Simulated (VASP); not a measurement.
# Li (Fm-3m) in VASP: a series of runs

The runs below take Li through single point, relaxation of cell and atoms, with PBEsol.

All numbers are computed with VASP 6.6.1; they aren't measurements. Logs are shortened: lines on timing, memory, paths and dates and some standing lists are left out, and cuts for length are marked.

### Step 1. The cell of the first run

It takes space group Fm-3m (No. 225, cubic). The conventional cell has a = 4.320 Å, b = 4.320 Å, c = 4.320 Å, α = 90.00°, β = 90.00°, γ = 90.00°. Li (site symmetry m-3m) has 12 Li at 3.05 Å within 4.0 Å.

This isn't the form of Li at room conditions, which is bcc.

### Step 2. Single point, PBEsol

Contents of INCAR:

```
SYSTEM = Li
ALGO = Normal
EDIFF = 1E-6
ENCUT = 520
GGA = PS
ISIF = 2
ISMEAR = -1
LASPH = .True.
LCHARG = .False.
LREAL = .False.
LWAVE = .False.
NBANDS = 8
NELM = 100
PREC = Accurate
SIGMA = 0.05
```

Contents of KPOINTS:

```
k-points
0
Gamma
  24 24 24
  0 0 0
```

Contents of POSCAR:

```
Li
1.0
    0.0000000000      2.1597617267      2.1597617267
    2.1597617267      0.0000000000      2.1597617267
    2.1597617267      2.1597617267      0.0000000000
Li
1
Direct
    0.0000000000      0.0000000000      0.0000000000
```

Potentials or basis: VASP PAW PBE potentials, release 64 (Li_sv).

Launch:

```sh
> cat potpaw_PBE.64/Li_sv/POTCAR > POTCAR
> mpirun -np 1 vasp_std > vasp.out
```

OUTCAR:

```text
SYSTEM = Li
   EDIFF = 1E-6
   ENCUT = 520
   GGA = PS
   ISIF = 2
   ISMEAR = -1
   LASPH = .True.
   LREAL = .False.
   NELM = 100
   PREC = Accurate

 ion  position               nearest neighbor table
   1  0.000  0.000  0.000-

  LATTYP: Found a face centered cubic cell.
 ALAT       =     4.3195234534

  Lattice vectors:

 A1 = (   0.0000000000,   2.1597617267,   2.1597617267)
 A2 = (   2.1597617267,   0.0000000000,   2.1597617267)
 A3 = (   2.1597617267,   2.1597617267,   0.0000000000)

Analysis of symmetry for initial positions (statically):
=====================================================================
 Subroutine PRICEL returns:
 Original cell was already a primitive cell.

 Routine SETGRP: Setting up the symmetry group for a
 face centered cubic supercell.

 Subroutine GETGRP returns: Found 48 space group operations
 (whereof 48 operations were pure point group operations)
 out of a pool of 48 trial point group operations.

The static configuration has the point symmetry O_h .

Analysis of symmetry for dynamics (positions and initial velocities):
=====================================================================
 Subroutine PRICEL returns:
 Original cell was already a primitive cell.

 Routine SETGRP: Setting up the symmetry group for a
 face centered cubic supercell.

 Subroutine GETGRP returns: Found 48 space group operations
 (whereof 48 operations were pure point group operations)
 out of a pool of 48 trial point group operations.

The dynamic configuration has the point symmetry O_h .

 Subroutine INISYM returns: Found 48 space group operations
 (whereof 48 operations are pure point group operations),
 and found     1 'primitive' translations

----------------------------------------------------------------------------------------

                                     Primitive cell

  volume of cell :      20.1487

  direct lattice vectors                    reciprocal lattice vectors
     0.000000000  2.159761727  2.159761727    -0.231507019  0.231507019  0.231507019
     2.159761727  0.000000000  2.159761727     0.231507019 -0.231507019  0.231507019
     2.159761727  2.159761727  0.000000000     0.231507019  0.231507019 -0.231507019

  length of vectors
     3.054364325  3.054364325  3.054364325     0.400981920  0.400981920  0.400981920

  position of ions in fractional coordinates (direct lattice)
     0.000000000  0.000000000  0.000000000

  ion indices of the primitive-cell ions
   primitive index   ion index
                 1           1

----------------------------------------------------------------------------------------

 KPOINTS: k-points

Automatic generation of k-mesh.
 Grid dimensions read from file:
 generate k-points for:   24   24   24

 Generating k-lattice:

  Cartesian coordinates                     Fractional coordinates (reciprocal lattice)
    -0.009646126  0.009646126  0.009646126     0.041666667  0.000000000  0.000000000
     0.009646126 -0.009646126  0.009646126     0.000000000  0.041666667  0.000000000
     0.009646126  0.009646126 -0.009646126     0.000000000  0.000000000  0.041666667

  Length of vectors
     0.016707580  0.016707580  0.016707580

  Shift w.r.t. Gamma in fractional coordinates (k-lattice)
     0.000000000  0.000000000  0.000000000

 Subroutine IBZKPT returns following result:
 ===========================================

 Found    413 irreducible k-points:

 Following reciprocal coordinates:
            Coordinates               Weight
  0.000000  0.000000  0.000000      1.000000
  0.041667  0.000000  0.000000      8.000000
  0.083333  0.000000  0.000000      8.000000
  0.125000  0.000000  0.000000      8.000000
  0.166667  0.000000  0.000000      8.000000
  0.208333  0.000000  0.000000      8.000000
[... 16 lines left out ...]
  0.416667  0.041667  0.000000     24.000000
  0.458333  0.041667  0.000000     24.000000
 [... further k-points ...]
   k-points           NKPTS =    413   k-points in BZ     NKDIM =    413   number of bands    NBANDS=      8
   number of dos      NEDOS =    301   number of ions     NIONS =      1
   total plane-waves  NPLWV =  13824
   dimension x,y,z NGX =    24 NGY =   24 NGZ =   24
   dimension x,y,z NGXF=    48 NGYF=   48 NGZF=   48
   ions per type =               1
   NGX,Y,Z   is equivalent  to a cutoff of  13.06, 13.06, 13.06 a.u.
   NGXF,Y,Z  is equivalent  to a cutoff of  26.13, 26.13, 26.13 a.u.
 SYSTEM =  Li
   PREC   = accura    normal or accurate (medium, high low for compatibility)
   ISTART =      0    job   : 0-new  1-cont  2-samecut
   ICHARG =      2    charge: 1-file 2-atom 10-const
   ISPIN  =      1    spin polarized calculation?
   LNONCOLLINEAR =      F non collinear calculations
   LSORBIT =      F    spin-orbit coupling
   LASPH  =      T    aspherical Exc in radial PAW
   ENCUT  =  520.0 eV  38.22 Ry    6.18 a.u.   5.68  5.68  5.68*2*pi/ulx,y,z
   NELM   =    100;   NELMIN=  2; NELMDL= -5     # of ELM steps
   EDIFF  = 0.1E-05   stopping-criterion for ELM
   LREAL  =      F    real-space projection
   EDIFFG = 0.1E-04   stopping-criterion for IOM
   NSW    =      0    number of steps for IOM
   IBRION =     -1    ionic relax: 0-MD 1-quasi-New 2-CG
   NFREE  =      0    steps in history (QN), initial steepest desc. (CG)
   ISIF   =      2    stress and relaxation
   ISYM   =      2    0-nonsym 1-usesym 2-fastsym
   POTIM  = 0.5000    time-step for ionic-motion
   TEBEG  =    0.0;   TEEND  =   0.0 temperature during run
   PSTRESS=    0.0 pullay stress
   NELECT =       3.0000    total number of electrons
   NUPDOWN=      -1.0000    fix difference up-down
   EMIN   =  10.00;   EMAX   =-10.00  energy-range for DOS
   EFERMI =   0.00;   METHOD = LEGACY
   ISMEAR =    -1;   SIGMA  =   0.05  broadening in eV -4-tet -1-fermi 0-gaus
   EFERMI_NEDOS =   21; number of points for ismear=-14 and -15
   IALGO  =     38    algorithm
   IMIX   =      4    mixing-type and parameters
     AMIX     =   0.40;   BMIX     =  1.00
     AMIX_MAG =   1.60;   BMIX_MAG =  1.00
  volume/ion in A,a.u.               =      20.15       135.97
  Fermi-wavevector in a.u.,A,eV,Ry     =   0.867693  1.639702 10.243705  0.752891
  Thomas-Fermi vector in A             =   1.986264
   LORBIT       =      0    0 simple, 1 ext, 2 COOP (PROOUT), +10 PAW based schemes
   GGA     = PS    functional components
   LHFCALC =     F    Hartree Fock is set to
   AEXX    =    0.0000 exact exchange contribution
   IVDW    =     0    specifies the selected vdW correction
   LEPSILON=     F    determine dielectric tensor
   LRPA    =     F    only Hartree local field effects (RPA)
 non-spin polarized calculation
  energy-cutoff  :      520.00
  volume of cell :       20.15
 maximum number of plane-waves:       560
   NGX = 11   NGY = 11   NGZ = 11

 number of electron       2.9999995 magnetization

 Free energy of the ion-electron system (eV)
  ---------------------------------------------------
  ext. energy  EPLUGINS =         0.00000000
  ---------------------------------------------------
  free energy    TOTEN  =        -1.96921733 eV

  energy without entropy =       -1.96478345  energy(sigma->0) =       -1.96700039

 E-fermi :   0.6486     XC(G=0):  -7.0323

 val. band max:        0.6377093283   @ k =   0.5000   0.0417   0.0000
 cond. band min:       0.6490002619   @ k =  -0.3333   0.2083   0.0000
 fundamental gap:      0.0112909336
 Fermi energy:         0.6485744716

 k-point     1 :       0.0000    0.0000    0.0000
  band No.  band energies     occupation
      1     -45.2583      2.00000
      2      -2.9192      2.00000
      3      15.0776      0.00000
      4      15.0777      0.00000
      5      15.0777      0.00000
      6      18.9313      0.00000
      7      18.9313      0.00000
      8      18.9313      0.00000

 k-point     2 :       0.0417    0.0000    0.0000
  band No.  band energies     occupation
      1     -45.2580      2.00000
      2      -2.8881      2.00000
      3      14.7106      0.00000
      4      15.0008      0.00000
      5      15.0008      0.00000
      6      18.4513      0.00000
      7      19.0651      0.00000
      8      19.0651      0.00000

 k-point     3 :       0.0833    0.0000    0.0000
  band No.  band energies     occupation
      1     -45.2570      2.00000
      2      -2.7948      2.00000
      3      13.7594      0.00000
      4      14.8019      0.00000
      5      14.8019      0.00000
      6      18.1638      0.00000
      7      19.4200      0.00000
      8      19.4200      0.00000

 k-point     4 :       0.1250    0.0000    0.0000
  band No.  band energies     occupation
      1     -45.2555      2.00000
      2      -2.6395      2.00000
      3      12.5284      0.00000
      4      14.5435      0.00000
      5      14.5435      0.00000
      6      18.1663      0.00000
      7      19.8669      0.00000
      8      19.8670      0.00000

 k-point     5 :       0.1667    0.0000    0.0000
  band No.  band energies     occupation
      1     -45.2535      2.00000
      2      -2.4222      2.00000
      3      11.2177      0.00000
      4      14.2758      0.00000
      5      14.2758      0.00000
      6      18.3160      0.00000
      7      20.1402      0.00000
      8      20.1402      0.00000
[... 177 lines left out ...]
 k-point    22 :       0.3750    0.0417    0.0000
  band No.  band energies     occupation
      1     -45.2422      2.00000
      2      -0.6065      2.00000
      3       5.6984      0.00000
      4      12.9790      0.00000
      5      13.6981      0.00000
      6      16.7804      0.00000
      7      18.5563      0.00000
      8      19.3123      0.00000

 k-point    23 :       0.4167    0.0417    0.0000
  band No.  band energies     occupation
      1     -45.2405      2.00000
      2      -0.1083      2.00000
      3       4.7812      0.00000
      4      12.9883      0.00000
      5      13.5176      0.00000
      6      16.5435      0.00000
      7      18.1182      0.00000
      8      19.1224      0.00000

 k-point    24 :       0.4583    0.0417    0.0000
  band No.  band energies     occupation
      1     -45.2393      2.00000
      2       0.3522      1.99468
      3       4.0483      0.00000
      4      13.0473      0.00000
      5      13.3454      0.00000
      6      16.4293      0.00000
      7      17.7778      0.00000
      8      18.9974      0.00000

 [... further k-points ...]

------------------------ aborting loop because EDIFF is reached ----------------------------------------

  FORCE on cell =-STRESS in cart. coord.  units (eV):
  Direction    XX          YY          ZZ          XY          YZ          ZX
  --------------------------------------------------------------------------------------
  -------------------------------------------------------------------------------------
  Total       -0.0069330     -0.0069330     -0.0069330      0.0000000      0.0000000     -0.0000000
  in kB       -0.5512970     -0.5512970     -0.5512970      0.0000000      0.0000000     -0.0000000
  external PRESSURE =      -0.5512970 kB  Pullay stress =       0.0000000 kB

 VOLUME and BASIS-vectors are now :
 -----------------------------------------------------------------------------
  energy-cutoff  :      520.00
  volume of cell :       20.15
      direct lattice vectors                 reciprocal lattice vectors
     0.000000000  2.159761727  2.159761727    -0.231507019  0.231507019  0.231507019
     2.159761727  0.000000000  2.159761727     0.231507019 -0.231507019  0.231507019
     2.159761727  2.159761727  0.000000000     0.231507019  0.231507019 -0.231507019

 POSITION                                       TOTAL-FORCE (eV/Angst)
 -----------------------------------------------------------------------------------
      0.00000      0.00000      0.00000         0.000000      0.000000      0.000000
 -----------------------------------------------------------------------------------
    total drift:                               -0.000000      0.000000      0.000000

  FREE ENERGIE OF THE ION-ELECTRON SYSTEM (eV)
  ---------------------------------------------------
  free  energy   TOTEN  =        -1.9692173253 eV

  energy  without entropy=       -1.9647834512  energy(sigma->0) =       -1.96700039
```

It took 17 s on 1 thread of Intel Xeon Platinum 8559C (Emerald Rapids), shared host; peak memory 0.16 GiB.

Results:

* Free energy: -1.9692 eV
* Band gap on the k mesh: zero (an odd number of electrons rules out a gap without spin polarisation)

Caveat: the cutoff is under 1.25 times the usual one of these potentials, so pressure, stress and relaxed cells hold a basis-set (Pulay) error; the PAW data sets were made with another functional, which shifts forces and pressure a little.

### Step 3. Relaxation of cell and atoms, PBEsol

This run uses another cell than the first one, of 21.35 Å³/atom.

Contents of INCAR:

```
  PREC = Accurate
  ENCUT = 600
  EDIFF = 1E-7
  ISMEAR = -1
  SIGMA = 0.05
  LREAL = F
  LASPH = T
  NELM = 100
  ALGO = Normal
  ISIF = 3
  LWAVE = F
  LCHARG = F
  GGA = PS
  IBRION = 2
  NSW = 100
  EDIFFG = -0.002
```

Contents of KPOINTS:

```
Automatic mesh
0
Gamma
  24 24 24
```

Contents of POSCAR:

```
Li
1.0
    0.0000000000      2.2020000000      2.2020000000
    2.2020000000      0.0000000000      2.2020000000
    2.2020000000      2.2020000000      0.0000000000
Li
1
Direct
    0.0000000000      0.0000000000      0.0000000000
```

Potentials or basis: VASP PAW PBE potentials, release 64 (Li_sv).

Launch:

```sh
> cat potpaw_PBE.64/Li_sv/POTCAR > POTCAR
> mpirun -np 1 vasp_std > vasp.out
```

OUTCAR:

```text
PREC = Accurate
   ENCUT = 600
   EDIFF = 1E-7
   ISMEAR = -1
   LREAL = F
   LASPH = T
   NELM = 100
   ISIF = 3
   GGA = PS
   IBRION = 2
   NSW = 100
   EDIFFG = -0.002

 ion  position               nearest neighbor table
   1  0.000  0.000  0.000-

  LATTYP: Found a face centered cubic cell.
 ALAT       =     4.4040000000

  Lattice vectors:

 A1 = (   0.0000000000,   2.2020000000,   2.2020000000)
 A2 = (   2.2020000000,   0.0000000000,   2.2020000000)
 A3 = (   2.2020000000,   2.2020000000,   0.0000000000)

Analysis of symmetry for initial positions (statically):
=====================================================================
 Subroutine PRICEL returns:
 Original cell was already a primitive cell.

 Routine SETGRP: Setting up the symmetry group for a
 face centered cubic supercell.
[... 280 lines left out ...]

 E-fermi :   0.6755     XC(G=0):  -7.0577

 val. band max:        0.6612688172   @ k =   0.5000   0.0417   0.0000
 cond. band min:       0.6764195914   @ k =  -0.3333   0.2083   0.0000
 fundamental gap:      0.0151507742
 Fermi energy:         0.6754894041

 k-point     1 :       0.0000    0.0000    0.0000
  band No.  band energies     occupation
      1     -45.2090      2.00000
      2      -2.9079      2.00000
      3      15.2070      0.00000
      4      15.2070      0.00000
      5      15.2070      0.00000
[... 177 lines left out ...]
 k-point    24 :       0.4583    0.0417    0.0000
  band No.  band energies     occupation
      1     -45.1891      2.00000
      2       0.3756      1.99504
      3       4.1066      0.00000
      4      13.1612      0.00000
      5      13.4625      0.00000

 [... further k-points ...]

------------------------ aborting loop because EDIFF is reached ----------------------------------------

  FORCE on cell =-STRESS in cart. coord.  units (eV):
  Direction    XX          YY          ZZ          XY          YZ          ZX
  --------------------------------------------------------------------------------------
  -------------------------------------------------------------------------------------
  Total        0.0004820      0.0004820      0.0004820      0.0000000     -0.0000000     -0.0000000
  in kB        0.0387186      0.0387186      0.0387186      0.0000000     -0.0000000     -0.0000000
  external PRESSURE =       0.0387186 kB  Pullay stress =       0.0000000 kB
[... 16 lines left out ...]
  FREE ENERGIE OF THE ION-ELECTRON SYSTEM (eV)
  ---------------------------------------------------
  free  energy   TOTEN  =        -1.9711773399 eV

  energy  without entropy=       -1.9667580726  energy(sigma->0) =       -1.96896771

 reached required accuracy - stopping structural energy minimisation
```

CONTCAR:

```text
Li
   1.00000000000000
    -0.0000000000000000    2.1524921920485647    2.1524921920485647
     2.1524921920485647   -0.0000000000000000    2.1524921920485647
     2.1524921920485647    2.1524921920485647   -0.0000000000000000
  Li
     1
Direct
     0.0000000000000000    0.0000000000000000    0.0000000000000000

  0.00000000E+00  0.00000000E+00  0.00000000E+00
```

Wall time 79 s (1 thread of Intel Xeon Platinum 8559C (Emerald Rapids), shared host); peak memory 0.17 GiB.

Results:

| Quantity | Value |
| --- | --- |
| Free energy | -1.9712 eV |
| Relaxed volume | 19.95 Å³/atom |
| Relaxed cell | a = 3.044 Å, b = 3.044 Å, c = 3.044 Å, α = 60.00°, β = 60.00°, γ = 60.00° |
| Space group after relaxing (to 0.1 Å) | Fm-3m (No. 225) |
| Energy gained by relaxing | 3.7 meV/atom |
| Ionic steps | 4 |
| Pressure after relaxing | 0.0 GPa |
| Band gap on the k mesh | zero (an odd number of electrons rules out a gap without spin polarisation) |

Step by step:
```csv
step,energy change (eV),largest force (eV/Å),pressure (GPa),volume (Å³)
1,0.0000,0.0000,-0.81,21.35
2,-0.0015,0.0000,-0.64,21.02
3,-0.0037,0.0000,-0.06,20.04
4,-0.0037,0.0000,0.00,19.95
```

Final structure:
```
Li
1.0
     0.00000    2.15249    2.15249
     2.15249    0.00000    2.15249
     2.15249    2.15249    0.00000
Li
1
Cartesian
  0.0000 0.0000 0.0000
```

Caveat: the cutoff is under 1.25 times the usual one of these potentials, so pressure, stress and relaxed cells hold a basis-set (Pulay) error; the PAW data sets were made with another functional, which shifts forces and pressure a little.
